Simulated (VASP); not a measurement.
Runs of VASP 6.6.1 on AlN. The structure is that of space group P6_3/mmc (No. 194), or close to it. The cells are those of the table. 

| task | cell | k mesh | smearing | gap on the mesh (eV) | pressure (GPa) | relaxed volume (Å³/atom) |
| --- | --- | --- | --- | --- | --- | --- |
| single point | a = 3.112, b = 3.112, c = 4.982 Å, angles 90.0, 90.0, 120.0°, 4 atoms | 6 × 6 × 4 | gaussian 0.1 eV | 2.74 | 4.4 | - |
| single point | a = 3.276, b = 3.276, c = 4.100 Å, angles 90.0, 90.0, 120.0°, 4 atoms | 9 × 9 × 6 | gaussian 0.02 eV | 3.63 | (a) | - |
| relaxation of cell and atoms | relaxed from a = 3.112, b = 3.112, c = 4.982 Å, angles 90.0, 90.0, 120.0°, 4 atoms | 9 × 9 × 6 | gaussian 0.02 eV | 3.61 | 0.0 | 9.55 |
| relaxation of cell and atoms | relaxed from a = 3.276, b = 3.276, c = 4.100 Å, angles 90.0, 90.0, 120.0°, 4 atoms | 9 × 9 × 6 | gaussian 0.02 eV | 3.61 | 0.0 | 9.55 |

Alike in all rows: level LDA; potentials or basis VASP PAW LDA potentials, release 64 (Al, N); no spin polarisation; cutoff (eV) 600.

Task: Fill in the values left out.

Result: (a) 0.5.

Caveats: an odd mesh through Γ misses points on the zone boundary, where band edges can lie (at least some runs); the cell stands under pressure (at least some runs); a cell axis changed by over 15 % at a fixed basis, so the end point is rough (at least some runs).
